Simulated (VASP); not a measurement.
# Cu (P6_3/mmc) in VASP: a series of runs, part 2 of 2

VASP 6.6.1. The steps go on from the part before.

### Step 3. Relaxation of cell and atoms, PBEsol, target pressure 60 GPa, at which the enthalpy is minimised

This run uses another cell than the first one, of 9.18 Å³/atom, 0.788 times its volume.

File INCAR:

```
PREC = Accurate
ENCUT = 600
EDIFF = 1E-6
ISMEAR = 0
SIGMA = 0.1
LREAL = F
LASPH = T
NELM = 60
ALGO = Fast
ISIF = 3
LWAVE = F
LCHARG = F
GGA = PS
IBRION = 2
NSW = 70
EDIFFG = -0.008
PSTRESS = 600.0
```

File KPOINTS:

```
Automatic mesh
0
Gamma
  24 24 6
```

File POSCAR:

```
Cu
1.0
    2.3494525674      0.0000000000      0.0000000000
   -1.1747262837      2.0346856084      0.0000000000
    0.0000000000      0.0000000000      7.6806551262
Cu
4
Direct
    0.0000000000      0.0000000000      0.0000000000
    0.3333333333      0.6666666667      0.2500000000
    0.0000000000      0.0000000000      0.5000000000
    0.6666666667      0.3333333333      0.7500000000
```

Potentials or basis: VASP PAW PBE potentials, release 64 (Cu).

On the command line:

```
> cat potpaw_PBE.64/Cu/POTCAR > POTCAR
> mpirun -np 1 vasp_std > vasp.out
```

OUTCAR:

```text
PREC = Accurate
   ENCUT = 600
   EDIFF = 1E-6
   ISMEAR = 0
   LREAL = F
   LASPH = T
   NELM = 60
   ISIF = 3
   GGA = PS
   IBRION = 2
   NSW = 70
   EDIFFG = -0.008
   PSTRESS = 600.0

 ion  position               nearest neighbor table
   1  0.000  0.000  0.000-   2 2.35   4 2.35   4 2.35   2 2.35   4 2.35   2 2.35
   2  0.333  0.667  0.250-   1 2.35   3 2.35   1 2.35   3 2.35   1 2.35   3 2.35
   3  0.000  0.000  0.500-   2 2.35   4 2.35   4 2.35   2 2.35   4 2.35   2 2.35
   4  0.667  0.333  0.750-   1 2.35   3 2.35   1 2.35   3 2.35   1 2.35   3 2.35

  LATTYP: Found a hexagonal cell.
 ALAT       =     2.3494525674
 C/A-ratio  =     3.2691254264

  Lattice vectors:

 A1 = (   2.3494525674,   0.0000000000,   0.0000000000)
 A2 = (  -1.1747262837,   2.0346856084,   0.0000000000)
 A3 = (   0.0000000000,   0.0000000000,   7.6806551262)

Analysis of symmetry for initial positions (statically):
=====================================================================
 Subroutine PRICEL returns:
 Original cell was already a primitive cell.

 Routine SETGRP: Setting up the symmetry group for a
 hexagonal supercell.

 Subroutine GETGRP returns: Found 24 space group operations
 (whereof 12 operations were pure point group operations)
 out of a pool of 24 trial point group operations.

The static configuration has the point symmetry D_3d.
 The point group associated with its full space group is D_6h.

Analysis of symmetry for dynamics (positions and initial velocities):
=====================================================================
 Subroutine PRICEL returns:
 Original cell was already a primitive cell.

 Routine SETGRP: Setting up the symmetry group for a
 hexagonal supercell.

 Subroutine GETGRP returns: Found 24 space group operations
 (whereof 12 operations were pure point group operations)
 out of a pool of 24 trial point group operations.

The dynamic configuration has the point symmetry D_3d.
 The point group associated with its full space group is D_6h.

 Subroutine INISYM returns: Found 24 space group operations
 (whereof 12 operations are pure point group operations),
 and found     1 'primitive' translations

----------------------------------------------------------------------------------------

                                     Primitive cell

  volume of cell :      36.7166

  direct lattice vectors                    reciprocal lattice vectors
     2.349452567  0.000000000  0.000000000     0.425631066  0.245738210  0.000000000
    -1.174726284  2.034685608  0.000000000     0.000000000  0.491476421  0.000000000
     0.000000000  0.000000000  7.680655126     0.000000000  0.000000000  0.130197227

  length of vectors
     2.349452567  2.349452567  7.680655126     0.491476421  0.491476421  0.130197227

  position of ions in fractional coordinates (direct lattice)
     0.000000000  0.000000000  0.000000000
     0.333333333  0.666666667  0.250000000
     0.000000000  0.000000000  0.500000000
     0.666666667  0.333333333  0.750000000

  ion indices of the primitive-cell ions
   primitive index   ion index
                 1           1
                 2           2
                 3           3
[... 34 lines left out ...]
  0.166667  0.000000  0.000000      6.000000
  0.208333  0.000000  0.000000      6.000000
[... 16 lines left out ...]
  0.416667  0.041667  0.000000     12.000000
  0.458333  0.041667  0.000000     12.000000
 [... further k-points ...]
   k-points           NKPTS =    244   k-points in BZ     NKDIM =    244   number of bands    NBANDS=     26
   number of dos      NEDOS =    301   number of ions     NIONS =      4
   total plane-waves  NPLWV =  25600
   dimension x,y,z NGX =    20 NGY =   20 NGZ =   64
   dimension x,y,z NGXF=    40 NGYF=   40 NGZF=  128
   ions per type =               4
   NGX,Y,Z   is equivalent  to a cutoff of  14.15, 14.15, 13.85 a.u.
   NGXF,Y,Z  is equivalent  to a cutoff of  28.30, 28.30, 27.71 a.u.
 SYSTEM =  unknown system
   PREC   = accura    normal or accurate (medium, high low for compatibility)
   ISTART =      0    job   : 0-new  1-cont  2-samecut
   ICHARG =      2    charge: 1-file 2-atom 10-const
   ISPIN  =      1    spin polarized calculation?
   LNONCOLLINEAR =      F non collinear calculations
   LSORBIT =      F    spin-orbit coupling
   LASPH  =      T    aspherical Exc in radial PAW
   ENCUT  =  600.0 eV  44.10 Ry    6.64 a.u.   4.69  4.69 15.34*2*pi/ulx,y,z
   NELM   =     60;   NELMIN=  2; NELMDL= -5     # of ELM steps
   EDIFF  = 0.1E-05   stopping-criterion for ELM
   LREAL  =      F    real-space projection
   EDIFFG = -.8E-02   stopping-criterion for IOM
   NSW    =     70    number of steps for IOM
   IBRION =      2    ionic relax: 0-MD 1-quasi-New 2-CG
   NFREE  =      1    steps in history (QN), initial steepest desc. (CG)
   ISIF   =      3    stress and relaxation
   ISYM   =      2    0-nonsym 1-usesym 2-fastsym
   POTIM  = 0.5000    time-step for ionic-motion
   TEBEG  =    0.0;   TEEND  =   0.0 temperature during run
   PSTRESS=  600.0 pullay stress
   NELECT =      44.0000    total number of electrons
   NUPDOWN=      -1.0000    fix difference up-down
   EMIN   =  10.00;   EMAX   =-10.00  energy-range for DOS
   EFERMI =   0.00;   METHOD = LEGACY
   ISMEAR =     0;   SIGMA  =   0.10  broadening in eV -4-tet -1-fermi 0-gaus
   EFERMI_NEDOS =   21; number of points for ismear=-14 and -15
   IALGO  =     68    algorithm
   IMIX   =      4    mixing-type and parameters
     AMIX     =   0.40;   BMIX     =  1.00
     AMIX_MAG =   1.60;   BMIX_MAG =  1.00
  volume/ion in A,a.u.               =       9.18        61.94
  Fermi-wavevector in a.u.,A,eV,Ry     =   1.738888  3.286022 41.140369  3.023732
  Thomas-Fermi vector in A             =   2.811834
   LORBIT       =      0    0 simple, 1 ext, 2 COOP (PROOUT), +10 PAW based schemes
   GGA     = PS    functional components
   LHFCALC =     F    Hartree Fock is set to
   AEXX    =    0.0000 exact exchange contribution
   IVDW    =     0    specifies the selected vdW correction
   LEPSILON=     F    determine dielectric tensor
   LRPA    =     F    only Hartree local field effects (RPA)
 conjugate gradient relaxation of ions
 non-spin polarized calculation
 RMM-DIIS sequential band-by-band and
 Gauss-broadening in eV      SIGMA  =   0.10
  energy-cutoff  :      600.00
  volume of cell :       36.72
 maximum number of plane-waves:      1243
 NGX is ok and might be reduce to    20
   NGX =  9   NGY =  9   NGZ = 31

--------------------------------------- Ionic step        1  -------------------------------------------

 number of electron      43.9999980 magnetization

 Free energy of the ion-electron system (eV)
  ---------------------------------------------------
  ext. energy  EPLUGINS =         0.00000000
  ---------------------------------------------------
  free energy    TOTEN  =       -15.89385860 eV

  energy without entropy =      -15.88871329  energy(sigma->0) =      -15.89128595

------------------------ aborting loop because EDIFF is reached ----------------------------------------

  FORCE on cell =-STRESS in cart. coord.  units (eV):
  Direction    XX          YY          ZZ          XY          YZ          ZX
  --------------------------------------------------------------------------------------
  -------------------------------------------------------------------------------------
  Total       13.4975848     13.4975848     13.5048606      0.0000000      0.0000000      0.0000000
  in kB      588.9852081    588.9852081    589.3026976      0.0000000      0.0000000      0.0000000
  external PRESSURE =     -10.9089621 kB  Pullay stress =     600.0000000 kB
[... 187 lines left out ...]
--------------------------------------- Ionic step        6  -------------------------------------------

 number of electron      43.9999980 magnetization

 Free energy of the ion-electron system (eV)
  ---------------------------------------------------
  ext. energy  EPLUGINS =         0.00000000
  ---------------------------------------------------
  free energy    TOTEN  =       -15.88875571 eV

  energy without entropy =      -15.88361027  energy(sigma->0) =      -15.88618299

 E-fermi :  11.0308     XC(G=0): -14.4532

 val. band max:       11.0269376180   @ k =   0.2083   0.1250   0.3333
 cond. band min:      11.0343762257   @ k =   0.1250   0.0000   0.1667
 fundamental gap:      0.0074386077
 Fermi energy:        11.0307512271

 k-point     1 :       0.0000    0.0000    0.0000
  band No.  band energies     occupation
      1      -0.5225      2.00000
      2       1.9726      2.00000
      3       1.9740      2.00000
      4       4.2204      2.00000
      5       6.6298      2.00000
      6       6.6439      2.00000
[... 685 lines left out ...]
     25      17.1426      0.00000
     26      17.1523      0.00000

 [... further k-points ...]

------------------------ aborting loop because EDIFF is reached ----------------------------------------

  FORCE on cell =-STRESS in cart. coord.  units (eV):
  Direction    XX          YY          ZZ          XY          YZ          ZX
  --------------------------------------------------------------------------------------
  -------------------------------------------------------------------------------------
  Total       13.7395009     13.7395009     13.7460350     -0.0000000      0.0000000      0.0000000
  in kB      599.7640342    599.7640343    600.0492628     -0.0000000      0.0000000      0.0000000
  external PRESSURE =      -0.1408896 kB  Pullay stress =     600.0000000 kB
[... 23 lines left out ...]
  energy  without entropy=      -15.8836102726  energy(sigma->0) =      -15.88618299

  enthalpy is  TOTEN    =        -2.1438492443 eV   P V=       13.7449064617

 reached required accuracy - stopping structural energy minimisation
```

CONTCAR:

```text
Cu
   1.00000000000000
     2.3491591889198826   -0.0000000000000000    0.0000000000000000
    -1.1745795944599413    2.0344315351838902    0.0000000000000000
    -0.0000000000000000    0.0000000000000000    7.6797236799206994
  Cu
     4
Direct
     0.0000000000000000    0.0000000000000000    0.0000000000000000
     0.3333333332999970    0.6666666667000030    0.2500000000000000
     0.0000000000000000    0.0000000000000000    0.5000000000000000
     0.6666666667000030    0.3333333332999970    0.7500000000000000

  0.00000000E+00  0.00000000E+00  0.00000000E+00
  0.00000000E+00  0.00000000E+00  0.00000000E+00
  0.00000000E+00  0.00000000E+00  0.00000000E+00
  0.00000000E+00  0.00000000E+00  0.00000000E+00
```

It took 21 min on 1 thread of Oxide Virtual Turin-like, shared host; peak memory 0.3 GiB.

What came out:

| Item | Value |
| --- | --- |
| Free energy | -15.8888 eV |
| Relaxed volume | 9.18 Å³/atom |
| Relaxed cell | a = 2.349 Å, b = 2.349 Å, c = 7.680 Å, α = 90.00°, β = 90.00°, γ = 120.00° |
| Space group after relaxing (to 0.05 Å) | P6_3/mmc (No. 194) |
| Energy change on relaxing (the enthalpy is what falls) | +1.3 meV/atom |
| Ionic steps | 6 |
| Pressure after relaxing | 60.0 GPa |
| Band gap on the k mesh | zero (band 22 reaches 14.88 eV, above the bottom of band 23 at 8.86 eV) |

The path:
| step | energy change (eV) | largest force (eV/Å) | pressure (GPa) | volume (Å³) |
| --- | --- | --- | --- | --- |
| 1 | 0.0000 | 0.0000 | 58.91 | 36.72 |
| 2 | 0.1279 | 0.0000 | 63.97 | 36.39 |
| 3 | 0.0187 | 0.0000 | 60.62 | 36.67 |
| 4 | 0.0119 | 0.0000 | 60.14 | 36.68 |
| 5 | 0.0102 | 0.0000 | 60.13 | 36.69 |
| 6 | 0.0051 | 0.0000 | 59.99 | 36.70 |

Final structure:
```xyz
4
Lattice="2.3492 0.0000 0.0000 -1.1746 2.0344 0.0000 0.0000 0.0000 7.6797" Properties=species:S:1:pos:R:3 pbc="T T T"
Cu    0.0000    0.0000    0.0000
Cu    0.0000    1.3563    1.9199
Cu    0.0000    0.0000    3.8399
Cu    1.1746    0.6781    5.7598
```

Levels at points of the mesh, in eV from the Fermi level:
| k point | band 19 | band 20 | band 21 | band 22 | band 23 | band 24 | band 25 | band 26 |
| --- | --- | --- | --- | --- | --- | --- | --- | --- |
| (0.00, 0.00, 0.00) | -2.66 | -2.41 | -2.41 | -1.99 | -1.99 | -1.90 | 5.14 | 14.64 |
| (0.50, 0.00, 0.00) | -1.79 | -1.77 | -1.27 | -0.05 | 1.18 | 1.83 | 6.01 | 6.01 |
| (0.00, 0.00, 0.50) | -2.83 | -2.83 | -2.17 | -2.17 | -2.17 | -2.17 | 8.45 | 8.45 |
| (0.50, 0.00, 0.50) | -1.80 | -1.80 | -0.12 | -0.12 | 1.51 | 1.51 | 6.40 | 6.40 |

Caveat: the cell is relaxed towards a set pressure, so the enthalpy falls and the energy may rise; the PAW data sets were made with another functional, which shifts forces and pressure a little.
